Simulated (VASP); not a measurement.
Input of a VASP 6.6.1 run:

POSCAR

```
CsSnI3
1.0
    6.1572310000      0.0000000000      0.0000000000
    0.0000000000      6.1572310000      0.0000000000
    0.0000000000      0.0000000000      6.1572310000
Cs Sn I
1 1 3
Direct
    0.0000000000      0.0000000000      0.0000000000
    0.5000000000      0.5000000000      0.5000000000
    0.5000000000      0.5000000000      0.0000000000
    0.0000000000      0.5000000000      0.5000000000
    0.5000000000      0.0000000000      0.5000000000
```

The input INCAR.step1:

```
SYSTEM = CsSnI3
PREC     = Accurate       ! precision mode
ENCUT    = 520            ! plane-wave cutoff, eV
ISMEAR   = -1             ! smearing method
SIGMA    = 0.05           ! smearing width, eV
LREAL    = .FALSE.        ! projectors in reciprocal space
LASPH    = .TRUE.         ! aspherical terms in the spheres
NELM     = 100            ! most SCF steps
NBANDS   = 30             ! bands
GGA      = PE             ! functional
ALGO     = Normal         ! electronic algorithm
EDIFF    = 1E-4           ! SCF threshold, eV
LWAVE    = .TRUE.         ! write WAVECAR
LCHARG   = .FALSE.        ! write CHGCAR
```

The input INCAR.step2:

```
SYSTEM = CsSnI3
PREC     = Accurate       ! precision mode
ENCUT    = 520            ! plane-wave cutoff, eV
EDIFF    = 1E-6           ! SCF threshold, eV
ISMEAR   = -1             ! smearing method
SIGMA    = 0.05           ! smearing width, eV
LREAL    = .FALSE.        ! projectors in reciprocal space
LASPH    = .TRUE.         ! aspherical terms in the spheres
NELM     = 100            ! most SCF steps
ALGO     = Normal         ! electronic algorithm
ISIF     = 2              ! what is computed and relaxed
LWAVE    = .FALSE.        ! write WAVECAR
LCHARG   = .FALSE.        ! write CHGCAR
METAGGA  = R2SCAN         ! meta-GGA
LMIXTAU  = .TRUE.       
NBANDS   = 30             ! bands
ISTART   = 1
```

The input KPOINTS:

```
regular mesh
0
G
  4 4 4
  0 0 0
```

Potentials or basis: VASP PAW PBE potentials, release 64 (Cs_sv, Sn_d, I).

Run with:

```console
$ cat potpaw_PBE.64/Cs_sv/POTCAR potpaw_PBE.64/Sn_d/POTCAR potpaw_PBE.64/I/POTCAR > POTCAR
$ cp INCAR.step1 INCAR
$ mpirun -np 1 vasp_std > vasp.out
$ cp INCAR.step2 INCAR
$ mpirun -np 1 vasp_std > vasp.out
```

(1) What does it give for the pressure?

(2) Estimate the band gap on the k mesh.

Results:

(1) 0.8 GPa.

(2) 0.31 eV, direct.

Caveat: the PAW data sets were made with another functional, which shifts forces and pressure a little; spin-orbit coupling is left out, which moves the levels of the heavy elements.
